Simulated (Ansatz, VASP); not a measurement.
## One calculation of Au, two programs

File INCAR:

```
PREC = Accurate ; ENCUT = 520
EDIFF = 1E-7 ; ISMEAR = -1
SIGMA = 0.08 ; LREAL = False
LASPH = True ; NELM = 150
ALGO = Normal ; ISIF = 2
LWAVE = False ; LCHARG = False
MAGMOM = 0 0 0 ; LORBIT = 11
LSORBIT = True ; GGA_COMPAT = False
LORBMOM = True ; LMAXMIX = 4
GGA = PE ; NBANDS = 22
```

File KPOINTS:

```
regular mesh
0
Gamma
  14 14 14
```

Contents of POSCAR:

```
Au
1.0
    0.0000000000      2.0455000000      2.0455000000
    2.0455000000      0.0000000000      2.0455000000
    2.0455000000      2.0455000000      0.0000000000
Au
1
Direct
    0.0000000000      0.0000000000      0.0000000000
```

Input for Ansatz:

```yaml
crystal:
  lattice:
    - [0.0, 2.0455, 2.0455]
    - [2.0455, 0.0, 2.0455]
    - [2.0455, 2.0455, 0.0]
  atoms:
    - { symbol: Au, position: [0.0, 0.0, 0.0] }
kpoints:
  mp_grid: { grid: [14, 14, 14] }
  band_path:
    path:
      - [0.0, 0.0, 0.0]
      - [0.5, 0.0, 0.5]
      - [0.625, 0.25, 0.625]
      - [0.375, 0.375, 0.75]
      - [0.0, 0.0, 0.0]
      - [0.5, 0.5, 0.5]
      - [0.5, 0.25, 0.75]
      - [0.5, 0.0, 0.5]
    npoints: 5
scf:
  occupations: { method: fermi_dirac, width: 0.08 }
hamiltonian:
  xc: pbe
  pseudopotentials: { kind: all_electron, lapw: { basis_error: 0.00025 } }
output:
  forces: true
  stress: true
  eigenvalues: true
magnetization:
  noncollinear: true
  spin_orbit: true
```

Alike in both runs: task single point; functional PBE; k mesh 14 × 14 × 14; occupations fermi-dirac, width 0.08 eV; non-collinear spin, spin-orbit coupling.

|  | VASP | Ansatz |
| --- | --- | --- |
| version | VASP 6.6.1 | Ansatz 0.2.0 |
| potentials or method | VASP PAW PBE potentials, release 64 (Au), cutoff 520 eV | all-electron LAPW |

|  | VASP | Ansatz | Ansatz less VASP |
| --- | --- | --- | --- |
| pressure (GPa) | 6.4 | 6.4 | 0.00 |
| net moment per atom (μB) | 0.00 | 0.00 | 0.000 |

Ansatz ran all-electron here, and VASP with PAW potentials.
